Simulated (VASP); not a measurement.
Input of a VASP 6.6.1 run:

File INCAR:

```
SYSTEM = Nb2MoN3
  PREC = Accurate
  ENCUT = 600
  EDIFF = 1E-6
  ISMEAR = 0
  SIGMA = 0.15
  LREAL = .FALSE.
  LASPH = .TRUE.
  NELM = 200
  ALGO = Normal
  ISIF = 2
  LWAVE = .FALSE.
  LCHARG = .TRUE.
  ISPIN = 2
  MAGMOM = 0 0 1 0 0 0
  LORBIT = 11
  LMAXMIX = 4
  GGA = PE
  LELF = .TRUE.
  LVHAR = .TRUE.
  NBANDS = 40
  GGA_COMPAT = .FALSE.
```

The input KPOINTS:

```
regular mesh
0
G
  3 3 4
  0 0 0
```

The input POSCAR:

```
Nb2MoN3
1.0
    5.3917324258      0.0000000000      0.0000000000
   -2.6958662129      4.6693772512      0.0000000000
    0.0000000000      0.0000000000      2.8605582744
Nb Mo N
2 1 3
Direct
    0.3333333333      0.6666666667      0.0000000000
    0.6666666667      0.3333333333      0.0000000000
    0.0000000000      0.0000000000      0.0000000000
    0.5000000000      0.0000000000      0.5000000000
    0.5000000000      0.5000000000      0.5000000000
    0.0000000000      0.5000000000      0.5000000000
```

Potentials or basis: VASP PAW PBE potentials, release 64 (Nb_sv, Mo_sv, N).

Launch:

```sh
$ cat potpaw_PBE.64/Nb_sv/POTCAR potpaw_PBE.64/Mo_sv/POTCAR potpaw_PBE.64/N/POTCAR > POTCAR
$ mpirun -np 1 vasp_std > vasp.out
```

What does it give for the pressure?

-0.4 GPa.

Estimate the net moment.

0.18 μB per cell.

Predict the site moments.

Nb -0.00; Mo +0.15; N +0.00 μB.

Stress tensor (GPa, compression positive):
```
-0.18  0.00  0.00
 0.00 -0.18  0.00
 0.00  0.00 -0.72
```

Caveat: the k points lie up to 0.55 Å⁻¹ apart.
